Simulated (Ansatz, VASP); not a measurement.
## Two plane-wave programs on NaF

INCAR

```
  PREC = Accurate
  ENCUT = 520
  EDIFF = 1E-7
  ISMEAR = 0
  SIGMA = 0.05
  LREAL = F
  LASPH = T
  NELM = 100
  ALGO = Normal
  ISIF = 2
  LWAVE = F
  LCHARG = T
  GGA = PS
  LELF = T
  LVHAR = T
  NBANDS = 14
```

Contents of KPOINTS:

```
Automatic mesh
0
Gamma
  8 8 8
```

File POSCAR:

```
NaF
1.0
    0.0000000000      2.3233000000      2.3233000000
    2.3233000000      0.0000000000      2.3233000000
    2.3233000000      2.3233000000      0.0000000000
Na F
1 1
Direct
   -0.0968450049      0.0000000000      0.0000000000
    0.5000000000      0.5000000000      0.5000000000
```

Input for Ansatz:

```yaml
crystal:
  lattice:
    - [0.0, 2.3233, 2.3233]
    - [2.3233, 0.0, 2.3233]
    - [2.3233, 2.3233, 0.0]
  atoms:
    - { symbol: Na, position: [-0.0968450049, 0.0, 0.0] }
    - { symbol: F, position: [0.5, 0.5, 0.5] }
basis:
  ecutwfc: 420
kpoints:
  mp_grid: { grid: [8, 8, 8] }
hamiltonian:
  xc: pbesol
scf:
  occupations: { method: gaussian, width: 0.05 }
output:
  forces: true
  stress: true
  eigenvalues: true
  write_density: true
  write_potential: true
  elf: true
  volumetric_format: npy
```

Alike in both runs: task single point; functional PBEsol; k mesh 8 × 8 × 8; occupations gaussian, width 0.05 eV; no spin polarisation.

|  | VASP | Ansatz |
| --- | --- | --- |
| version | VASP 6.6.1 | Ansatz 0.2.0 |
| potentials or method | VASP PAW PBE potentials, release 64 (Na_pv, F), cutoff 520 eV | scalar-relativistic, plane waves, PAW |
| valence electrons in the cell | 14 | 16 |

|  | VASP | Ansatz | Ansatz less VASP |
| --- | --- | --- | --- |
| gap on the k mesh at the Fermi level (eV) | 6.12 | 6.14 | +0.023 |
| least direct gap on the mesh (eV) | 6.12 | 6.14 | +0.023 |
| pressure (GPa) | 2.5 | 2.4 | -0.08 |
| traceless stress, the component that is largest in VASP (GPa) | -3.73 | -3.56 | +0.171 |
| rms of the force components (eV/Å) | 0.458 | 0.437 | -0.0204 |

VASP's potentials were made for PBE, not for PBEsol. Atom by atom the forces differ by 0.020 eV/Å (rms over components). With one functional, cell and mesh, what is left measures potentials, basis and numerics. VASP's potentials hold 14 valence electrons a cell and Ansatz's 16, so a difference there can come from the potentials and not from the codes.
